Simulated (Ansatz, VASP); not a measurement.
BO in VASP and in Ansatz

```
B O
1.0
     0.00000    2.47016    2.47016
     2.47016    0.00000    2.47016
     2.47016    2.47016    0.00000
B O
2 2
Cartesian
  2.4702 2.4702 2.4702
  3.7052 3.7052 3.7052
  0.0000 0.0000 0.0000
  1.2351 1.2351 1.2351
```

Alike in both runs: task relaxation of cell and atoms; functional PBE; k mesh 16 × 16 × 16; occupations gaussian, width 0.1 eV; no spin polarisation.

|  | VASP | Ansatz |
| --- | --- | --- |
| version | VASP 6.6.1 | Ansatz 0.2.0 |
| potentials or method | VASP PAW PBE potentials, release 64 (B, O), cutoff 600 eV | scalar-relativistic, plane waves, PAW |
| valence electrons in the cell | 18 | 18 |

|  | VASP | Ansatz | Ansatz less VASP |
| --- | --- | --- | --- |
| gap on the k mesh at the Fermi level, each at its own relaxed structure (eV) | none | none | - |
| relaxed volume (Å³/atom) | 7.48 | 7.50 | +0.023 |
| relaxed length of the cell vector where the two differ most in proportion (Å) | 3.484 | 3.488 | +0.0035 |

A gap of «none» marks a metal or a gap that the smearing closes.
